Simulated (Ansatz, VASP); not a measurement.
## Two plane-wave programs on GaAs

```
Ga As
1.0
     0.00000    2.83743    2.83743
     2.83743    0.00000    2.83743
     2.83743    2.83743    0.00000
Ga As
1 1
Direct
  0.00000 0.00000 0.00000
  0.25000 0.25000 0.25000
```

Alike in both runs: functional PBE; dispersion D3(BJ); k mesh 10 × 10 × 10; occupations gaussian, width 0.01 eV; no spin polarisation.

Ansatz relaxed the structure, and its values are those at the end. VASP's run is a single point on that final structure, the one shown.

|  | VASP | Ansatz |
| --- | --- | --- |
| version | VASP 6.6.1 | Ansatz 0.2.0 |
| potentials or method | VASP PAW PBE potentials, release 64 (Ga_d, As), cutoff 520 eV | scalar-relativistic, plane waves, PAW |
| valence electrons in the cell | 18 | 28 |

VASP gave:

| Quantity | Value |
| --- | --- |
| gap on the k mesh at the Fermi level (eV) | 0.44 |
| least direct gap on the mesh (eV) | 0.44 |
| pressure (GPa) | 0.2 |

Which values does Ansatz return?

gap on the k mesh at the Fermi level (eV): 0.43; least direct gap on the mesh (eV): 0.43; pressure (GPa): 0.0.

VASP's potentials hold 18 valence electrons a cell and Ansatz's 28, so a difference there can come from the potentials and not from the codes.
